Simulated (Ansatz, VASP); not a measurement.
# Co2Cl: VASP beside Ansatz

```
CELL_PARAMETERS angstrom
3.43304 0.00000 0.00000
0.00000 5.26942 0.00000
0.00000 0.00000 5.17959
ATOMIC_POSITIONS crystal
Co 0.00000 0.34700 0.25800
Co 0.50000 0.15300 0.75800
Co 0.00000 0.65300 0.74200
Co 0.50000 0.84700 0.24200
Cl 0.00000 0.00000 0.00000
Cl 0.50000 0.50000 0.50000
```

Alike in both runs: task single point; functional LDA; k mesh 5 × 4 × 4; non-collinear spin.

```csv
,VASP,Ansatz
version,VASP 6.6.1,Ansatz 0.2.0
potentials or method,"VASP PAW LDA potentials, release 64 (Co, Cl), cutoff 600 eV",PAW plane waves
occupations,"fermi-dirac, width 0.1 eV",fermi-dirac
valence electrons in the cell,50,82
```

```csv
,VASP,Ansatz,Ansatz less VASP
pressure (GPa),-15.9,-16.3,-0.37
"traceless stress, the component that is largest in VASP (GPa)",3.49,3.52,+0.034
rms of the force components (eV/Å),0.126,0.125,-0.0006
net moment per atom (μB),1.01,1.02,+0.008
size of the moment on the site where the two differ most (μB),0.10,0.14,+0.044
```

LDA's correlation is that of Perdew and Zunger in VASP and of Perdew and Wang (1992) in Ansatz. Site moments also hang on the region over which each program counts them. Atom by atom the forces differ by 0.001 eV/Å (rms over components). VASP's potentials hold 50 valence electrons a cell and Ansatz's 82, so a difference there can come from the potentials and not from the codes. Ansatz's warnings: seeded moment not kept.

The k mesh is coarse, so the values compare programs but aren't converged.
